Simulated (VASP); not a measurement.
# Bi2Te3 (R-3m) in VASP: notebook

Runs on Bi2Te3. Level: PBE. Tasks: single point.

All numbers are computed with VASP 6.6.1; they aren't measurements. Logs are shortened: lines on timing, memory, paths and dates and some standing lists are left out, and cuts for length are marked.

### 1 The cell of the first run

Symmetry: R-3m, No. 166, trigonal system. The conventional cell has a = 4.386 Å, b = 4.386 Å, c = 29.582 Å, α = 90.00°, β = 90.00°, γ = 120.00°. Bi (site symmetry 3m) has 6 Te at 3.05 to 3.21 Å within 4.0 Å. Within 4.2 Å of Te (site symmetry -3m) lie 6 Bi at 3.21 Å. Within 4.0 Å of Te (site symmetry 3m) lie 3 Bi at 3.05 Å and 3 Te at 3.58 Å.

### 2 Single point, PBE (zz strain of -3 %)

Contents of INCAR:

```
ALGO = Normal
EDIFF = 1E-6
ENCUT = 520
GGA = PE
ISIF = 2
ISMEAR = -1
LASPH = True
LCHARG = False
LREAL = False
LWAVE = False
NBANDS = 32
NELM = 60
PREC = Accurate
SIGMA = 0.08
```

Contents of KPOINTS:

```
k-points
0
Gamma
  7 7 7
```

Contents of POSCAR:

```
Bi2Te3
1.0
    2.1930005584      1.2661294627      9.8606999000
   -2.1930005584      1.2661294627      9.8606999000
    0.0000000000     -2.5322589254      9.8606999000
Bi Te
2 3
Direct
    0.4000000000      0.4000000000      0.4000000000
    0.6000000000      0.6000000000      0.6000000000
    0.0000000000      0.0000000000      0.0000000000
    0.2095000000      0.2095000000      0.2095000000
    0.7905000000      0.7905000000      0.7905000000
```

Potentials or basis: VASP PAW PBE potentials, release 64 (Bi_d, Te).

Run with:

```bash
cat potpaw_PBE.64/Bi_d/POTCAR potpaw_PBE.64/Te/POTCAR > POTCAR
mpirun -np 1 vasp_std > vasp.out
```

OUTCAR:

```text
EDIFF = 1E-6
   ENCUT = 520
   GGA = PE
   ISIF = 2
   ISMEAR = -1
   LASPH = True
   LREAL = False
   NELM = 60
   PREC = Accurate

 ion  position               nearest neighbor table
   1  0.400  0.400  0.400-   5 3.05   5 3.05   5 3.05   3 3.21   3 3.21   3 3.21
   2  0.600  0.600  0.600-   4 3.05   4 3.05   4 3.05   3 3.21   3 3.21   3 3.21
   3  0.000  0.000  0.000-   2 3.21   1 3.21   2 3.21   2 3.21   1 3.21   1 3.21
   4  0.209  0.209  0.209-   2 3.05   2 3.05   2 3.05   5 3.58   5 3.58   5 3.58
   5  0.791  0.791  0.791-   1 3.05   1 3.05   1 3.05   4 3.58   4 3.58   4 3.58

  LATTYP: Found a trigonal (rhomboedric) cell.
 ALAT       =    10.1806550763
 COS(alpha) =     0.9071982784

  Lattice vectors:

 A1 = (   2.1930005584,   1.2661294627,   9.8606999000)
 A2 = (  -2.1930005584,   1.2661294627,   9.8606999000)
 A3 = (   0.0000000000,  -2.5322589254,   9.8606999000)

Analysis of symmetry for initial positions (statically):
=====================================================================
 Subroutine PRICEL returns:
 Original cell was already a primitive cell.

 Routine SETGRP: Setting up the symmetry group for a
 trigonal (rhombohedral) supercell.

 Subroutine GETGRP returns: Found 12 space group operations
 (whereof 12 operations were pure point group operations)
 out of a pool of 12 trial point group operations.

The static configuration has the point symmetry D_3d.

Analysis of symmetry for dynamics (positions and initial velocities):
=====================================================================
 Subroutine PRICEL returns:
 Original cell was already a primitive cell.

 Routine SETGRP: Setting up the symmetry group for a
 trigonal (rhombohedral) supercell.

 Subroutine GETGRP returns: Found 12 space group operations
 (whereof 12 operations were pure point group operations)
 out of a pool of 12 trial point group operations.

The dynamic configuration has the point symmetry D_3d.

 Subroutine INISYM returns: Found 12 space group operations
 (whereof 12 operations are pure point group operations),
 and found     1 'primitive' translations

----------------------------------------------------------------------------------------

                                     Primitive cell

  volume of cell :     164.2767

  direct lattice vectors                    reciprocal lattice vectors
     2.193000558  1.266129463  9.860699900     0.227998118  0.131634775  0.033804227
    -2.193000558  1.266129463  9.860699900    -0.227998118  0.131634775  0.033804227
     0.000000000 -2.532258925  9.860699900     0.000000000 -0.263269550  0.033804227

  length of vectors
    10.180655076 10.180655076 10.180655076     0.265430935  0.265430935  0.265430935

  position of ions in fractional coordinates (direct lattice)
     0.400000000  0.400000000  0.400000000
     0.600000000  0.600000000  0.600000000
     0.000000000  0.000000000  0.000000000
     0.209500000  0.209500000  0.209500000
     0.790500000  0.790500000  0.790500000

  ion indices of the primitive-cell ions
   primitive index   ion index
                 1           1
                 2           2
                 3           3
                 4           4
                 5           5

----------------------------------------------------------------------------------------

 KPOINTS: k-points

Automatic generation of k-mesh.
 Grid dimensions read from file:
 generate k-points for:    7    7    7

 Generating k-lattice:

  Cartesian coordinates                     Fractional coordinates (reciprocal lattice)
     0.032571160  0.018804968  0.004829175     0.142857143  0.000000000  0.000000000
    -0.032571160  0.018804968  0.004829175     0.000000000  0.142857143  0.000000000
     0.000000000 -0.037609936  0.004829175     0.000000000  0.000000000  0.142857143

  Length of vectors
     0.037918705  0.037918705  0.037918705

  Shift w.r.t. Gamma in fractional coordinates (k-lattice)
     0.000000000  0.000000000  0.000000000

 Subroutine IBZKPT returns following result:
 ===========================================

 Found     44 irreducible k-points:

 Following reciprocal coordinates:
            Coordinates               Weight
  0.000000  0.000000  0.000000      1.000000
  0.142857 -0.000000 -0.000000      6.000000
  0.285714 -0.000000 -0.000000      6.000000
  0.428571 -0.000000 -0.000000      6.000000
  0.142857  0.142857 -0.000000      6.000000
  0.285714  0.142857 -0.000000     12.000000
[... 16 lines left out ...]
  0.285714  0.285714  0.142857      6.000000
  0.428571  0.285714  0.142857     12.000000
 [... further k-points ...]
   k-points           NKPTS =     44   k-points in BZ     NKDIM =     44   number of bands    NBANDS=     32
   number of dos      NEDOS =    301   number of ions     NIONS =      5
   total plane-waves  NPLWV = 512000
   dimension x,y,z NGX =    80 NGY =   80 NGZ =   80
   dimension x,y,z NGXF=   160 NGYF=  160 NGZF=  160
   ions per type =               2   3
   NGX,Y,Z   is equivalent  to a cutoff of  13.06, 13.06, 13.06 a.u.
   NGXF,Y,Z  is equivalent  to a cutoff of  26.13, 26.13, 26.13 a.u.
 SYSTEM =  unknown system
   PREC   = accura    normal or accurate (medium, high low for compatibility)
   ISTART =      0    job   : 0-new  1-cont  2-samecut
   ICHARG =      2    charge: 1-file 2-atom 10-const
   ISPIN  =      1    spin polarized calculation?
   LNONCOLLINEAR =      F non collinear calculations
   LSORBIT =      F    spin-orbit coupling
   LASPH  =      T    aspherical Exc in radial PAW
   ENCUT  =  520.0 eV  38.22 Ry    6.18 a.u.  18.93 18.93 18.93*2*pi/ulx,y,z
   NELM   =     60;   NELMIN=  2; NELMDL= -5     # of ELM steps
   EDIFF  = 0.1E-05   stopping-criterion for ELM
   LREAL  =      F    real-space projection
   EDIFFG = 0.1E-04   stopping-criterion for IOM
   NSW    =      0    number of steps for IOM
   IBRION =     -1    ionic relax: 0-MD 1-quasi-New 2-CG
   NFREE  =      0    steps in history (QN), initial steepest desc. (CG)
   ISIF   =      2    stress and relaxation
   ISYM   =      2    0-nonsym 1-usesym 2-fastsym
   POTIM  = 0.5000    time-step for ionic-motion
   TEBEG  =    0.0;   TEEND  =   0.0 temperature during run
   PSTRESS=    0.0 pullay stress
   NELECT =      48.0000    total number of electrons
   NUPDOWN=      -1.0000    fix difference up-down
   EMIN   =  10.00;   EMAX   =-10.00  energy-range for DOS
   EFERMI =   0.00;   METHOD = LEGACY
   ISMEAR =    -1;   SIGMA  =   0.08  broadening in eV -4-tet -1-fermi 0-gaus
   EFERMI_NEDOS =   21; number of points for ismear=-14 and -15
   IALGO  =     38    algorithm
   IMIX   =      4    mixing-type and parameters
     AMIX     =   0.40;   BMIX     =  1.00
     AMIX_MAG =   1.60;   BMIX_MAG =  1.00
  volume/ion in A,a.u.               =      32.86       221.72
  Fermi-wavevector in a.u.,A,eV,Ry     =   1.086334  2.052873 16.056523  1.180121
  Thomas-Fermi vector in A             =   2.222468
   LORBIT       =      0    0 simple, 1 ext, 2 COOP (PROOUT), +10 PAW based schemes
   GGA     = PE    functional components
   LHFCALC =     F    Hartree Fock is set to
   AEXX    =    0.0000 exact exchange contribution
   IVDW    =     0    specifies the selected vdW correction
   LEPSILON=     F    determine dielectric tensor
   LRPA    =     F    only Hartree local field effects (RPA)
 non-spin polarized calculation
  energy-cutoff  :      520.00
  volume of cell :      164.28
 maximum number of plane-waves:      4446
 NGX is ok and might be reduce to    80
   NGX = 37   NGY = 37   NGZ = 37

 number of electron      47.9999998 magnetization

 Free energy of the ion-electron system (eV)
  ---------------------------------------------------
  ext. energy  EPLUGINS =         0.00000000
  ---------------------------------------------------
  free energy    TOTEN  =       -18.23963251 eV

  energy without entropy =      -18.23764669  energy(sigma->0) =      -18.23863960

 E-fermi :   6.6883     XC(G=0):  -9.4641

 val. band max:        6.5790434627   @ k =   0.0000   0.0000   0.0000
 cond. band min:       6.7499503581   @ k =   0.0000   0.0000   0.0000
 fundamental gap:      0.1709068954
 Fermi energy:         6.6883245493

 k-point     1 :       0.0000    0.0000    0.0000
  band No.  band energies     occupation
      1     -16.6287      2.00000
      2     -16.6287      2.00000
      3     -16.6268      2.00000
      4     -16.6268      2.00000
      5     -16.6186      2.00000
      6     -16.6171      2.00000
[... 24 lines left out ...]
     31      11.4691      0.00000
     32      11.8678      0.00000

 k-point     2 :       0.1429   -0.0000   -0.0000
  band No.  band energies     occupation
      1     -16.6308      2.00000
      2     -16.6285      2.00000
      3     -16.6270      2.00000
      4     -16.6251      2.00000
      5     -16.6174      2.00000
      6     -16.6161      2.00000
[... 24 lines left out ...]
     31      10.7771      0.00000
     32      11.4471      0.00000

 k-point     3 :       0.2857   -0.0000   -0.0000
  band No.  band energies     occupation
      1     -16.6360      2.00000
      2     -16.6329      2.00000
      3     -16.6247      2.00000
      4     -16.6222      2.00000
      5     -16.6185      2.00000
      6     -16.6157      2.00000
[... 24 lines left out ...]
     31      10.8453      0.00000
     32      12.0699      0.00000

 k-point     4 :       0.4286   -0.0000   -0.0000
  band No.  band energies     occupation
      1     -16.6405      2.00000
      2     -16.6367      2.00000
      3     -16.6243      2.00000
      4     -16.6209      2.00000
      5     -16.6200      2.00000
      6     -16.6171      2.00000
[... 24 lines left out ...]
     31      10.6847      0.00000
     32      11.5037      0.00000

 k-point     5 :       0.1429    0.1429   -0.0000
  band No.  band energies     occupation
      1     -16.6308      2.00000
      2     -16.6285      2.00000
      3     -16.6270      2.00000
      4     -16.6251      2.00000
      5     -16.6174      2.00000
      6     -16.6161      2.00000
[... 584 lines left out ...]
     31      10.4778      0.00000
     32      11.6771      0.00000

 k-point    22 :      -0.1429    0.1429    0.1429
  band No.  band energies     occupation
      1     -16.6360      2.00000
      2     -16.6329      2.00000
      3     -16.6247      2.00000
      4     -16.6222      2.00000
      5     -16.6185      2.00000
      6     -16.6157      2.00000
[... 24 lines left out ...]
     31      10.5374      0.00000
     32      12.1248      0.00000

 k-point    23 :       0.2857    0.2857    0.1429
  band No.  band energies     occupation
      1     -16.6308      2.00000
      2     -16.6285      2.00000
      3     -16.6270      2.00000
      4     -16.6251      2.00000
      5     -16.6174      2.00000
      6     -16.6161      2.00000
[... 24 lines left out ...]
     31      11.1192      0.00000
     32      11.3995      0.00000

 k-point    24 :       0.4286    0.2857    0.1429
  band No.  band energies     occupation
      1     -16.6333      2.00000
      2     -16.6314      2.00000
      3     -16.6247      2.00000
      4     -16.6247      2.00000
      5     -16.6164      2.00000
      6     -16.6161      2.00000
[... 24 lines left out ...]
     31      10.9073      0.00000
     32      10.9496      0.00000

 [... further k-points ...]
[... 5 lines left out ...]
  --------------------------------------------------------------------------------------
  -------------------------------------------------------------------------------------
  Total        3.5664899      3.5664899      4.4081331      0.0000000      0.0000000      0.0000000
  in kB       34.7836968     34.7836968     42.9921765      0.0000000      0.0000000      0.0000000
  external PRESSURE =      37.5198567 kB  Pullay stress =       0.0000000 kB

 VOLUME and BASIS-vectors are now :
 -----------------------------------------------------------------------------
  energy-cutoff  :      520.00
  volume of cell :      164.28
      direct lattice vectors                 reciprocal lattice vectors
     2.193000558  1.266129463  9.860699900     0.227998118  0.131634775  0.033804227
    -2.193000558  1.266129463  9.860699900    -0.227998118  0.131634775  0.033804227
     0.000000000 -2.532258925  9.860699900     0.000000000 -0.263269550  0.033804227

 POSITION                                       TOTAL-FORCE (eV/Angst)
 -----------------------------------------------------------------------------------
      0.00000      0.00000     11.83284         0.000000      0.000000     -0.043999
      0.00000      0.00000     17.74926         0.000000     -0.000000      0.043999
      0.00000      0.00000      0.00000         0.000000     -0.000000     -0.000000
      0.00000      0.00000      6.19745         0.000000     -0.000000     -0.226038
      0.00000      0.00000     23.38465         0.000000      0.000000      0.226038
 -----------------------------------------------------------------------------------
    total drift:                               -0.000000     -0.000000     -0.000000

  FREE ENERGIE OF THE ION-ELECTRON SYSTEM (eV)
  ---------------------------------------------------
  free  energy   TOTEN  =       -18.2396325123 eV

  energy  without entropy=      -18.2376466905  energy(sigma->0) =      -18.23863960
```

It took 21 min on 1 thread of Intel Xeon Platinum 8259CL at 2.50GHz (Skylake/Cascade Lake), shared host; peak memory 1 GiB.

What came out:

```
Free energy            : -18.2396 eV
Pressure               : 3.8 GPa
Largest force          : 0.226 eV/Å
Band gap on the k mesh : 0.17 eV, direct
```

Forces on the atoms (eV/Å):
```
Bi   0.000  0.000 -0.044
Bi   0.000  0.000  0.044
Te   0.000  0.000  0.000
Te   0.000  0.000 -0.226
Te   0.000  0.000  0.226
```

Stress tensor (GPa, compression positive):
```
3.48 0.00 0.00
0.00 3.48 0.00
0.00 0.00 4.30
```

Levels at points of the mesh, in eV from the valence-band top:
| k point | band 21 | band 22 | band 23 | band 24 | band 25 | band 26 | band 27 | band 28 |
| --- | --- | --- | --- | --- | --- | --- | --- | --- |
| (0.00, 0.00, 0.00) | -1.87 | -0.99 | -0.99 | 0.00 | 0.17 | 0.54 | 0.54 | 1.90 |

Caveat: the cell differs from its parent crystal (zz strain of -3 %); spin-orbit coupling is left out, which moves the levels of the heavy elements.

### 3 Single point, PBE (zz strain of -1 %)

Contents of INCAR:

```
SYSTEM = Bi2Te3
ALGO = Normal
EDIFF = 1E-6
ENCUT = 520
GGA = PE
ISIF = 2
ISMEAR = -1
LASPH = .True.
LCHARG = .False.
LREAL = .False.
LWAVE = .False.
NBANDS = 32
NELM = 60
PREC = Accurate
SIGMA = 0.08
```

Contents of KPOINTS:

```
k-points
0
Gamma
  7 7 7
  0 0 0
```

POSCAR: that of step 2 with these lines changed.

```diff
@@ -2,5 +2,5 @@
 1.0
-    2.1930005584      1.2661294627      9.8606999000
-   -2.1930005584      1.2661294627      9.8606999000
-    0.0000000000     -2.5322589254      9.8606999000
+    2.1930005584      1.2661294627     10.0640133000
+   -2.1930005584      1.2661294627     10.0640133000
+    0.0000000000     -2.5322589254     10.0640133000
 Bi Te
```

Potentials or basis: VASP PAW PBE potentials, release 64 (Bi_d, Te).

Run with:

```bash
cat potpaw_PBE.64/Bi_d/POTCAR potpaw_PBE.64/Te/POTCAR > POTCAR
mpirun -np 1 vasp_std > vasp.out
```

OUTCAR:

```text
SYSTEM = Bi2Te3
   EDIFF = 1E-6
   ENCUT = 520
   GGA = PE
   ISIF = 2
   ISMEAR = -1
   LASPH = .True.
   LREAL = .False.
   NELM = 60
   PREC = Accurate

 ion  position               nearest neighbor table
   1  0.400  0.400  0.400-   5 3.06   5 3.06   5 3.06   3 3.23   3 3.23   3 3.23
   2  0.600  0.600  0.600-   4 3.06   4 3.06   4 3.06   3 3.23   3 3.23   3 3.23
   3  0.000  0.000  0.000-   2 3.23   1 3.23   2 3.23   2 3.23   1 3.23   1 3.23
   4  0.209  0.209  0.209-   2 3.06   2 3.06   2 3.06   5 3.62   5 3.62   5 3.62
[... 1046 lines left out ...]
  -------------------------------------------------------------------------------------
  Total        2.5423100      2.5423100      2.6983639      0.0000000      0.0000000      0.0000000
  in kB       24.2940417     24.2940417     25.7852761      0.0000000      0.0000000      0.0000000
  external PRESSURE =      24.7911198 kB  Pullay stress =       0.0000000 kB

 VOLUME and BASIS-vectors are now :
 -----------------------------------------------------------------------------
  energy-cutoff  :      520.00
  volume of cell :      167.66
      direct lattice vectors                 reciprocal lattice vectors
     2.193000558  1.266129463 10.064013300     0.227998118  0.131634775  0.033121313
    -2.193000558  1.266129463 10.064013300    -0.227998118  0.131634775  0.033121313
     0.000000000 -2.532258925 10.064013300     0.000000000 -0.263269550  0.033121313

 POSITION                                       TOTAL-FORCE (eV/Angst)
 -----------------------------------------------------------------------------------
      0.00000      0.00000     12.07682         0.000000      0.000000      0.001943
      0.00000      0.00000     18.11522         0.000000     -0.000000     -0.001943
      0.00000      0.00000      0.00000         0.000000      0.000000     -0.000000
      0.00000      0.00000      6.32523         0.000000      0.000000     -0.055967
      0.00000      0.00000     23.86681         0.000000      0.000000      0.055967
 -----------------------------------------------------------------------------------
    total drift:                               -0.000000     -0.000000     -0.000000

  FREE ENERGIE OF THE ION-ELECTRON SYSTEM (eV)
  ---------------------------------------------------
  free  energy   TOTEN  =       -18.3128825450 eV

  energy  without entropy=      -18.3113253517  energy(sigma->0) =      -18.31210395
```

OSZICAR:

```text
N       E                     dE             d eps       ncg     rms          rms(c)
DAV:   1     0.436758463818E+03    0.43676E+03   -0.21702E+04  2816   0.146E+03
DAV:   2     0.284385423921E+02   -0.40832E+03   -0.39188E+03  2936   0.382E+02
DAV:   3    -0.165659209156E+02   -0.45004E+02   -0.43002E+02  3624   0.137E+02
DAV:   4    -0.184770465932E+02   -0.19111E+01   -0.19051E+01  3128   0.302E+01
DAV:   5    -0.185704133660E+02   -0.93367E-01   -0.93360E-01  4200   0.670E+00    0.778E+00
DAV:   6    -0.183014972173E+02    0.26892E+00   -0.34649E-01  3760   0.453E+00    0.568E+00
DAV:   7    -0.183119579485E+02   -0.10461E-01   -0.21796E-01  3568   0.204E+00    0.117E+00
DAV:   8    -0.183126964474E+02   -0.73850E-03   -0.29821E-02  3200   0.983E-01    0.583E-01
DAV:   9    -0.183125256660E+02    0.17078E-03   -0.25743E-03  3400   0.358E-01    0.353E-01
DAV:  10    -0.183128465418E+02   -0.32088E-03   -0.97045E-04  3000   0.149E-01    0.690E-02
DAV:  11    -0.183128738410E+02   -0.27299E-04   -0.51446E-05  3504   0.427E-02    0.341E-02
DAV:  12    -0.183128810407E+02   -0.71997E-05   -0.16386E-05  2912   0.184E-02    0.174E-02
DAV:  13    -0.183128823889E+02   -0.13482E-05   -0.42961E-06  2672   0.110E-02    0.339E-03
DAV:  14    -0.183128825450E+02   -0.15604E-06   -0.45585E-07  2040   0.480E-03
   1 F= -.18312883E+02 E0= -.18312104E+02  d E =-.155719E-02
```

Run time: 20 min. Hardware: 1 thread of Intel Xeon Platinum 8259CL at 2.50GHz (Skylake/Cascade Lake), shared host; peak memory 1 GiB.

What came out:

- Free energy: -18.3129 eV
- Pressure: 2.5 GPa
- Largest force: 0.056 eV/Å
- Band gap on the k mesh: 0.24 eV, direct

Forces on the atoms (eV/Å):
```
Bi   0.000  0.000  0.002
Bi   0.000  0.000 -0.002
Te   0.000  0.000  0.000
Te   0.000  0.000 -0.056
Te   0.000  0.000  0.056
```

Caveat: the cell differs from its parent crystal (zz strain of -1 %); spin-orbit coupling is left out, which moves the levels of the heavy elements. A k mesh can miss the band edges.
